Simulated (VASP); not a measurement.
Set up this calculation in VASP 6.6.1, as the native input.

* Task: single point
* Functional: r2SCAN
* Potentials or basis: VASP PAW PBE potentials, release 64 (Au)
* Cutoff: 520 eV
* k mesh: 10 × 10 × 10
* Occupations: fermi-dirac, width 0.1 eV
* Spin: no spin polarisation
* Dipole correction: no
* Further INCAR settings: ALGO = Normal; EDIFF = 1e-06; NBANDS = 18

Au:

```
CELL_PARAMETERS angstrom
0.00000 2.95317 2.95317
2.95317 0.00000 2.95317
2.95317 2.95317 0.00000
ATOMIC_POSITIONS crystal
Au 0.12500 0.12500 0.12500
Au 0.87500 0.87500 0.87500
```

This isn't the form of Au at room conditions, which is fcc.

The input as run:

POSCAR

```
Au
1.0
    0.0000000000      2.9531749295      2.9531749295
    2.9531749295      0.0000000000      2.9531749295
    2.9531749295      2.9531749295      0.0000000000
Au
2
Direct
    0.1250000000      0.1250000000      0.1250000000
    0.8750000000      0.8750000000      0.8750000000
```

INCAR.step1

```
SYSTEM = Au
PREC = Accurate
ENCUT = 520
ISMEAR = -1
SIGMA = 0.1
LREAL = .FALSE.
LASPH = .TRUE.
NELM = 100
NBANDS = 18
GGA = PE
ALGO = Normal
EDIFF = 1E-4
LWAVE = .TRUE.
LCHARG = .FALSE.
```

INCAR.step2

```
SYSTEM = Au
PREC = Accurate
ENCUT = 520
EDIFF = 1E-6
ISMEAR = -1
SIGMA = 0.1
LREAL = .FALSE.
LASPH = .TRUE.
NELM = 100
ALGO = Normal
ISIF = 2
LWAVE = .FALSE.
LCHARG = .TRUE.
METAGGA = R2SCAN
LMIXTAU = .TRUE.
LELF = .TRUE.
LVHAR = .TRUE.
NBANDS = 18
ISTART = 1
```

KPOINTS

```
Automatic mesh
0
G
  10 10 10
  0 0 0
```

Potentials or basis: VASP PAW PBE potentials, release 64 (Au).

Launch:

```bash
$ cat potpaw_PBE.64/Au/POTCAR > POTCAR
$ cp INCAR.step1 INCAR
$ mpirun -np 1 vasp_std > vasp.out
$ cp INCAR.step2 INCAR
$ mpirun -np 1 vasp_std > vasp.out
```

It gave:

```json
{"Pressure": "7.1 GPa", "Band gap on the k mesh": "zero (bands 11 and 12 overlap by 0.70 eV)"}
```

Caveat: the cell stands under pressure; the PAW data sets were made with another functional, which shifts forces and pressure a little; spin-orbit coupling is left out, which moves the levels of the heavy elements.

Run time: 3.7 min on 1 thread of AMD EPYC 7571 (shared host), peak memory 0.17 GiB.
